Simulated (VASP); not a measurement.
A run of VASP 6.6.1 is set up as follows.

Contents of INCAR:

```
PREC = Accurate
ENCUT = 500
EDIFF = 1E-6
ISMEAR = -1
SIGMA = 0.1
LREAL = F
LASPH = T
NELM = 120
ALGO = Normal
ISIF = 2
LWAVE = F
LCHARG = T
GGA = PS
LELF = T
LVHAR = T
NBANDS = 12
GGA_COMPAT = F
```

KPOINTS

```
Automatic mesh
0
Gamma
  10 10 10
```

POSCAR

```
Ti
1.0
    0.0000000000      2.0293781815      2.0293781815
    2.0293781815      0.0000000000      2.0293781815
    2.0293781815      2.0293781815      0.0000000000
Ti
1
Direct
    0.0000000000      0.0000000000      0.0000000000
```

Potentials or basis: VASP PAW PBE potentials, release 64 (Ti_sv).

Command:

```console
$ cat potpaw_PBE.64/Ti_sv/POTCAR > POTCAR
$ mpirun -np 1 vasp_std > vasp.out
```

Q: Predict the band gap on the k mesh.

A: Zero (bands 6 and 7 overlap by 1.17 eV).

Q: Estimate the pressure.

A: -0.3 GPa.

Caveat: the PAW data sets were made with another functional, which shifts forces and pressure a little.
